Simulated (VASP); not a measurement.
# LuSc2N3 (P6/mmm) in VASP: single point with PBE

Aim: the single point of LuSc2N3 with PBE.

Everything below comes from runs of VASP 6.6.1. Logs are shortened: lines on timing, memory, paths and dates and some standing lists are left out, and cuts for length are marked.

**1. The cell of the first run**

It takes space group P6/mmm (No. 191, hexagonal). Conventional cell: a = 4.590 Å, b = 4.590 Å, c = 4.297 Å, α = 90.00°, β = 90.00°, γ = 120.00°. Lu (site symmetry 6/mmm) has 8 N at 2.15 to 2.65 Å within 2.8 Å. Sc (site symmetry -6m2) has 5 N at 2.15 to 2.65 Å and 3 Sc at 2.65 Å within 2.8 Å. N (site symmetry -6m2) has 2 Sc at 2.15 Å and 3 N at 2.65 Å and 3 Lu at 2.65 Å within 2.8 Å. Within 2.8 Å of N (site symmetry 6/mmm) lie 2 Lu at 2.15 Å and 6 Sc at 2.65 Å.

The cell was generated, and may not be a known phase.

**2. Single point, PBE**

Contents of INCAR:

```
SYSTEM = LuSc2N3
PREC = Accurate
ENCUT = 520
EDIFF = 1E-7
ISMEAR = 0
SIGMA = 0.1
LREAL = .FALSE.
LASPH = .TRUE.
NELM = 60
ALGO = Normal
ISIF = 2
LWAVE = .FALSE.
LCHARG = .FALSE.
GGA = PE
NBANDS = 40
```

Contents of KPOINTS:

```
regular mesh
0
G
  12 12 10
  0 0 0
```

Contents of POSCAR:

```
LuSc2N3
1.0
    4.5895128559      0.0000000000      0.0000000000
   -2.2947564280      3.9746347242      0.0000000000
    0.0000000000      0.0000000000      4.2971230336
Lu Sc N
1 2 3
Direct
    0.0000000000      0.0000000000      0.5000000000
    0.3333333333      0.6666666667      0.0000000000
    0.6666666667      0.3333333333      0.0000000000
    0.3333333333      0.6666666667      0.5000000000
    0.6666666667      0.3333333333      0.5000000000
    0.0000000000      0.0000000000      0.0000000000
```

Potentials or basis: VASP PAW PBE potentials, release 64 (Lu, Sc_sv, N).

Run with:

```bash
> cat potpaw_PBE.64/Lu/POTCAR potpaw_PBE.64/Sc_sv/POTCAR potpaw_PBE.64/N/POTCAR > POTCAR
> mpirun -np 1 vasp_std > vasp.out
```

OUTCAR:

```text
SYSTEM = LuSc2N3
   PREC = Accurate
   ENCUT = 520
   EDIFF = 1E-7
   ISMEAR = 0
   LREAL = .FALSE.
   LASPH = .TRUE.
   NELM = 60
   ISIF = 2
   GGA = PE

 ion  position               nearest neighbor table
   1  0.000  0.000  0.500-   6 2.15   6 2.15   4 2.65   5 2.65   5 2.65   4 2.65   5 2.65   4 2.65
                             3 3.41   3 3.41   2 3.41   2 3.41   3 3.41   2 3.41   3 3.41   2 3.41
   2  0.333  0.667  0.000-   4 2.15   4 2.15   3 2.65   3 2.65   3 2.65   1 3.41   1 3.41   1 3.41
                             1 3.41   1 3.41   1 3.41
   3  0.667  0.333  0.000-   5 2.15   5 2.15   2 2.65   2 2.65   2 2.65   1 3.41   1 3.41   1 3.41
                             1 3.41   1 3.41   1 3.41
   4  0.333  0.667  0.500-   2 2.15   2 2.15   1 2.65   1 2.65   1 2.65
   5  0.667  0.333  0.500-   3 2.15   3 2.15   1 2.65   1 2.65   1 2.65
   6  0.000  0.000  0.000-   1 2.15   1 2.15

  LATTYP: Found a hexagonal cell.
 ALAT       =     4.5895128559
 C/A-ratio  =     0.9362917522

  Lattice vectors:

 A1 = (   4.5895128559,   0.0000000000,   0.0000000000)
 A2 = (  -2.2947564280,   3.9746347242,   0.0000000000)
 A3 = (   0.0000000000,   0.0000000000,   4.2971230336)

Analysis of symmetry for initial positions (statically):
=====================================================================
 Subroutine PRICEL returns:
 Original cell was already a primitive cell.

 Routine SETGRP: Setting up the symmetry group for a
 hexagonal supercell.

 Subroutine GETGRP returns: Found 24 space group operations
 (whereof 24 operations were pure point group operations)
 out of a pool of 24 trial point group operations.

The static configuration has the point symmetry D_6h.

Analysis of symmetry for dynamics (positions and initial velocities):
=====================================================================
 Subroutine PRICEL returns:
 Original cell was already a primitive cell.

 Routine SETGRP: Setting up the symmetry group for a
 hexagonal supercell.

 Subroutine GETGRP returns: Found 24 space group operations
 (whereof 24 operations were pure point group operations)
 out of a pool of 24 trial point group operations.

The dynamic configuration has the point symmetry D_6h.

 Subroutine INISYM returns: Found 24 space group operations
 (whereof 24 operations are pure point group operations),
 and found     1 'primitive' translations

----------------------------------------------------------------------------------------

[... 99 lines left out ...]
   NELM   =     60;   NELMIN=  2; NELMDL= -5     # of ELM steps
   EDIFF  = 0.1E-06   stopping-criterion for ELM
   LREAL  =      F    real-space projection
   EDIFFG = 0.1E-05   stopping-criterion for IOM
   NSW    =      0    number of steps for IOM
   IBRION =     -1    ionic relax: 0-MD 1-quasi-New 2-CG
   NFREE  =      0    steps in history (QN), initial steepest desc. (CG)
   ISIF   =      2    stress and relaxation
   ISYM   =      2    0-nonsym 1-usesym 2-fastsym
   POTIM  = 0.5000    time-step for ionic-motion
   TEBEG  =    0.0;   TEEND  =   0.0 temperature during run
   PSTRESS=    0.0 pullay stress
   NELECT =      62.0000    total number of electrons
   NUPDOWN=      -1.0000    fix difference up-down
   EMIN   =  10.00;   EMAX   =-10.00  energy-range for DOS
   EFERMI =   0.00;   METHOD = LEGACY
   ISMEAR =     0;   SIGMA  =   0.10  broadening in eV -4-tet -1-fermi 0-gaus
   EFERMI_NEDOS =   21; number of points for ismear=-14 and -15
   IALGO  =     38    algorithm
   IMIX   =      4    mixing-type and parameters
     AMIX     =   0.40;   BMIX     =  1.00
     AMIX_MAG =   1.60;   BMIX_MAG =  1.00
  volume/ion in A,a.u.               =      13.06        88.16
  Fermi-wavevector in a.u.,A,eV,Ry     =   1.513996  2.861038 31.187074  2.292185
  Thomas-Fermi vector in A             =   2.623713
   LORBIT       =      0    0 simple, 1 ext, 2 COOP (PROOUT), +10 PAW based schemes
   GGA     = PE    functional components
   LHFCALC =     F    Hartree Fock is set to
   AEXX    =    0.0000 exact exchange contribution
   IVDW    =     0    specifies the selected vdW correction
   LEPSILON=     F    determine dielectric tensor
   LRPA    =     F    only Hartree local field effects (RPA)
 non-spin polarized calculation
 Gauss-broadening in eV      SIGMA  =   0.10
  energy-cutoff  :      520.00
  volume of cell :       78.39
 maximum number of plane-waves:      2152
 NGX is ok and might be reduce to    36
   NGX = 17   NGY = 17   NGZ = 15

 number of electron      62.0000012 magnetization

 Free energy of the ion-electron system (eV)
  ---------------------------------------------------
  ext. energy  EPLUGINS =         0.00000000
  ---------------------------------------------------
  free energy    TOTEN  =       -44.41368088 eV

  energy without entropy =      -44.39438290  energy(sigma->0) =      -44.40403189

 E-fermi :   4.9116     XC(G=0): -11.7378

 val. band max:        4.9081441558   @ k =   0.2500   0.2500   0.3000
 cond. band min:       4.9158441314   @ k =   0.1667   0.0833   0.1000
 fundamental gap:      0.0076999756
 Fermi energy:         4.9116482047

 k-point     1 :       0.0000    0.0000    0.0000
  band No.  band energies     occupation
      1     -49.9141      2.00000
      2     -44.6828      2.00000
      3     -44.3722      2.00000
      4     -23.8271      2.00000
      5     -23.8271      2.00000
      6     -23.0585      2.00000
[... 1021 lines left out ...]
     39       8.4651      0.00000
     40       8.5558      0.00000

 [... further k-points ...]
[... 5 lines left out ...]
  --------------------------------------------------------------------------------------
  -------------------------------------------------------------------------------------
  Total        0.1255024      0.1255024      0.8551361     -0.0000000      0.0000000     -0.0000000
  in kB        2.5651981      2.5651981     17.4785017     -0.0000000      0.0000000     -0.0000000
  external PRESSURE =       7.5362993 kB  Pullay stress =       0.0000000 kB

 VOLUME and BASIS-vectors are now :
 -----------------------------------------------------------------------------
  energy-cutoff  :      520.00
  volume of cell :       78.39
      direct lattice vectors                 reciprocal lattice vectors
     4.589512856  0.000000000  0.000000000     0.217888049  0.125797723  0.000000000
    -2.294756428  3.974634724  0.000000000     0.000000000  0.251595447  0.000000000
     0.000000000  0.000000000  4.297123034     0.000000000  0.000000000  0.232713840

 POSITION                                       TOTAL-FORCE (eV/Angst)
 -----------------------------------------------------------------------------------
      0.00000      0.00000      2.14856         0.000000      0.000000     -0.000000
     -0.00000      2.64976      0.00000        -0.000000      0.000000     -0.000000
      2.29476      1.32488      0.00000         0.000000      0.000000      0.000000
     -0.00000      2.64976      2.14856         0.000000     -0.000000     -0.000000
      2.29476      1.32488      2.14856         0.000000      0.000000     -0.000000
      0.00000      0.00000      0.00000         0.000000      0.000000     -0.000000
 -----------------------------------------------------------------------------------
    total drift:                                0.000000      0.000000      0.000000

  FREE ENERGIE OF THE ION-ELECTRON SYSTEM (eV)
  ---------------------------------------------------
  free  energy   TOTEN  =       -44.4136808838 eV

  energy  without entropy=      -44.3943828974  energy(sigma->0) =      -44.40403189
```

OSZICAR:

```text
N       E                     dE             d eps       ncg     rms          rms(c)
DAV:   1     0.705072038071E+03    0.70507E+03   -0.26635E+04 13120   0.415E+03
DAV:   2     0.709456893954E+02   -0.63413E+03   -0.60967E+03 10824   0.817E+02
DAV:   3    -0.460687990820E+02   -0.11701E+03   -0.10929E+03 14168   0.232E+02
DAV:   4    -0.574093570346E+02   -0.11341E+02   -0.11107E+02 15856   0.656E+01
DAV:   5    -0.580126785894E+02   -0.60332E+00   -0.60097E+00 15248   0.140E+01    0.223E+01
DAV:   6    -0.489157082141E+02    0.90970E+01   -0.82522E+01 16600   0.118E+02    0.198E+01
DAV:   7    -0.461989875475E+02    0.27167E+01   -0.44470E+01 16136   0.459E+01    0.963E+00
DAV:   8    -0.449627309804E+02    0.12363E+01   -0.31959E+00 16240   0.181E+01    0.608E+00
DAV:   9    -0.447104925021E+02    0.25224E+00   -0.65241E+00 16408   0.204E+01    0.478E+00
DAV:  10    -0.444211125828E+02    0.28938E+00   -0.11798E+00 14944   0.674E+00    0.692E-01
DAV:  11    -0.444204619120E+02    0.65067E-03   -0.88433E-02 17096   0.472E+00    0.698E-01
DAV:  12    -0.444134363607E+02    0.70256E-02   -0.37392E-02 16368   0.190E+00    0.262E-01
DAV:  13    -0.444141454122E+02   -0.70905E-03   -0.73046E-03 15984   0.536E-01    0.175E-01
DAV:  14    -0.444138317469E+02    0.31367E-03   -0.10122E-03 15328   0.359E-01    0.109E-01
DAV:  15    -0.444136788493E+02    0.15290E-03   -0.66860E-04 16032   0.165E-01    0.118E-02
DAV:  16    -0.444136807627E+02   -0.19134E-05   -0.29077E-05 13768   0.345E-02    0.294E-03
DAV:  17    -0.444136809298E+02   -0.16708E-06   -0.30863E-06 14136   0.104E-02    0.212E-03
DAV:  18    -0.444136808838E+02    0.45933E-07   -0.44933E-07 12464   0.592E-03
   1 F= -.44413681E+02 E0= -.44404032E+02  d E =-.192980E-01
```

Wall time 7.1 min (1 thread of Intel Xeon Platinum 8488C (Sapphire Rapids), shared host); peak memory 0.46 GiB.

What came out:

```yaml
Free_energy: -44.4137 eV
Pressure: 0.8 GPa
Band_gap_on_the_k_mesh: zero (bands 31 and 32 overlap by 0.68 eV)
```

Stress tensor (GPa, compression positive):
```
0.26 0.00 0.00
0.00 0.26 0.00
0.00 0.00 1.75
```

Caveat: spin-orbit coupling is left out, which moves the levels of the heavy elements.
